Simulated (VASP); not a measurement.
## CaC2: single point with LDA

CaC2:

```
Ca C
1.0
    -1.87892    1.87892    3.45269
     1.87892   -1.87892    3.45269
     1.87892    1.87892   -3.45269
Ca C
1 2
Direct
  0.00000 0.00000 0.00000
  0.59968 0.59968 0.00000
  0.40032 0.40032 0.00000
```

This cell differs from its parent crystal: strain +0.1000 x Voigt [0, 0, 1, 0, 0, 0].

- Program: VASP 6.6.1
- Task: single point
- Functional: LDA
- Potentials or basis: VASP PAW LDA potentials, release 64 (Ca_sv, C)
- Cutoff: 600 eV
- k mesh: 10 × 10 × 10
- Occupations: gaussian, width 0.05 eV
- Spin: no spin polarisation

```yaml
Pressure: -14.1 GPa
Largest_force: 6.119 eV/Å
Band_gap_on_the_k_mesh: 0.46 eV (least direct gap 1.62 eV)
```

Forces on the atoms (eV/Å):
```
Ca   0.000  0.000  0.000
C    0.000  0.000 -6.119
C    0.000  0.000  6.119
```

Stress tensor (GPa, compression positive):
```
 -0.94   0.00   0.00
  0.00  -0.94   0.00
  0.00   0.00 -40.34
```

Levels at points of the mesh, in eV from the valence-band top:
```csv
k point,band 7,band 8,band 9,band 10,band 11,band 12
"(0.00, 0.00, 0.00)",-2.97,-0.95,-0.95,2.54,2.54,3.47
"(0.50, 0.00, 0.00)",-2.78,-1.91,-1.25,3.71,4.78,5.56
"(0.50, 0.50, 0.00)",-2.80,-1.76,-1.16,0.46,3.91,6.17
"(0.50, 0.50, 0.50)",-1.51,-1.51,0.00,2.71,5.05,5.05
```

Wall time 94 s on 1 thread of Intel(R) Xeon(R) Platinum 8488C (Sapphire Rapids) (shared host), peak memory 0.23 GiB.

Caveat: the cell differs from its parent crystal (strain +0.1000 x Voigt [0, 0, 1, 0, 0, 0]); the cell stands under tension; forces of over 1 eV/Å act on the atoms, so gaps and moduli don't describe the material at rest. A k mesh can miss the band edges.
